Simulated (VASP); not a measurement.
Here is a VASP 6.6.1 calculation.

INCAR

```
PREC = Accurate ; ENCUT = 520
EDIFF = 1E-6 ; ISMEAR = -1
SIGMA = 0.05 ; LREAL = F
LASPH = T ; NELM = 150
ALGO = Normal ; ISIF = 2
LWAVE = F ; LCHARG = F
ISPIN = 2 ; MAGMOM = 0 0 4 4
LORBIT = 11 ; LMAXMIX = 4
GGA = PS ; NBANDS = 30
```

The input KPOINTS:

```
Automatic mesh
0
Gamma
  7 7 5
```

POSCAR

```
MnSb
1.0
    4.0652823512      0.0000000000      0.0000000000
   -2.0326411756      3.5206377897      0.0000000000
    0.0000000000      0.0000000000      5.6620077084
Sb Mn
2 2
Direct
    0.6666666667      0.3333333333      0.7500000000
    0.3333333333      0.6666666667      0.2500000000
    0.0000000000      0.0000000000      0.5000000000
    0.0000000000      0.0000000000      0.0000000000
```

Potentials or basis: VASP PAW PBE potentials, release 64 (Sb, Mn_pv).

The run is started by

```console
$ cat potpaw_PBE.64/Sb/POTCAR potpaw_PBE.64/Mn_pv/POTCAR > POTCAR
$ mpirun -np 1 vasp_std > vasp.out
```

**Question.** Predict the site moments.

**Answer.** Sb -0.12; Mn +3.19 μB.

**Question.** Estimate the pressure.

**Answer.** -4.3 GPa.

**Question.** What does it give for the net moment?

**Answer.** 6.31 μB per cell.

Stress tensor (GPa, compression positive):
```
-3.86  0.00  0.00
 0.00 -3.86  0.00
 0.00  0.00 -5.26
```

Caveat: the cell stands under tension; the PAW data sets were made with another functional, which shifts forces and pressure a little.
